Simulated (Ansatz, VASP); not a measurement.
**MgO in VASP and in Ansatz**

```
CELL_PARAMETERS angstrom
3.30347 0.00000 0.00000
-1.65173 2.86089 0.00000
0.00000 0.00000 10.03878
ATOMIC_POSITIONS crystal
Mg 0.29216 0.66667 0.00183
Mg 0.37450 0.66667 0.50183
Mg 0.64314 0.33333 0.25183
Mg 0.69019 0.33333 0.75183
O 0.30849 0.66667 0.20047
O 0.35817 0.66667 0.70047
O 0.70523 0.33333 0.45047
O 0.62811 0.33333 0.95047
```

Change from the starting cell: mode 4 frozen in at -0.136 Å and mode 10 at +0.000 Å (largest displacements).

Alike in both runs: task single point; functional PBEsol; k mesh 9 × 9 × 4; occupations gaussian, width 0.05 eV; no spin polarisation.

|  | VASP | Ansatz |
| --- | --- | --- |
| version | VASP 6.6.1 | Ansatz 0.2.0 |
| potentials or method | VASP PAW PBE potentials, release 64 (Mg, O), cutoff 600 eV | scalar-relativistic, plane waves, PAW |
| valence electrons in the cell | 32 | 64 |

|  | VASP | Ansatz | Ansatz less VASP |
| --- | --- | --- | --- |
| gap on the k mesh at the Fermi level (eV) | 3.30 | 3.31 | +0.005 |
| least direct gap on the mesh (eV) | 3.30 | 3.31 | +0.005 |
| pressure (GPa) | -0.6 | -0.1 | +0.47 |
| traceless stress, the component that is largest in VASP (GPa) | -0.31 | -0.29 | +0.017 |
| rms of the force components (eV/Å) | 0.094 | 0.093 | -0.0011 |

VASP's potentials were made for PBE, not for PBEsol, and Ansatz warns of the same on its side. Atom by atom the forces differ by 0.001 eV/Å (rms over components). VASP's potentials hold 32 valence electrons a cell and Ansatz's 64, so a difference there can come from the potentials and not from the codes.
